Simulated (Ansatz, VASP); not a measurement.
CaBiCl3: VASP beside Ansatz

```xyz
5
Lattice="5.6321 0.0000 0.0000 0.0000 5.6321 0.0000 0.0000 0.0000 5.6321" Properties=species:S:1:pos:R:3 pbc="T T T"
Ca    0.0000    0.0000    0.0000
Bi    2.8160    2.8160    2.8160
Cl    0.0000    2.8160    2.8160
Cl    2.8160    0.0000    2.8160
Cl    2.8160    2.8160    0.0000
```

Alike in both runs: functional PBE; k mesh 4 × 4 × 4; occupations gaussian, width 0.1 eV; no spin polarisation.

Ansatz relaxed the structure, and its values are those at the end. VASP's run is a single point on that final structure, the one shown.

```csv
,VASP,Ansatz
version,VASP 6.6.1,Ansatz 0.2.0
potentials or method,"VASP PAW PBE potentials, release 64 (Ca_sv, Bi_d, Cl), cutoff 520 eV","scalar-relativistic, plane waves, PAW"
valence electrons in the cell,46,46
```

|  | VASP | Ansatz | Ansatz less VASP |
| --- | --- | --- | --- |
| gap on the k mesh at the Fermi level (eV) | none | none | - |
| pressure (GPa) | 0.1 | 0.1 | +0.04 |

A gap of «none» marks a metal or a gap that the smearing closes.

Neither program's run includes spin-orbit coupling.
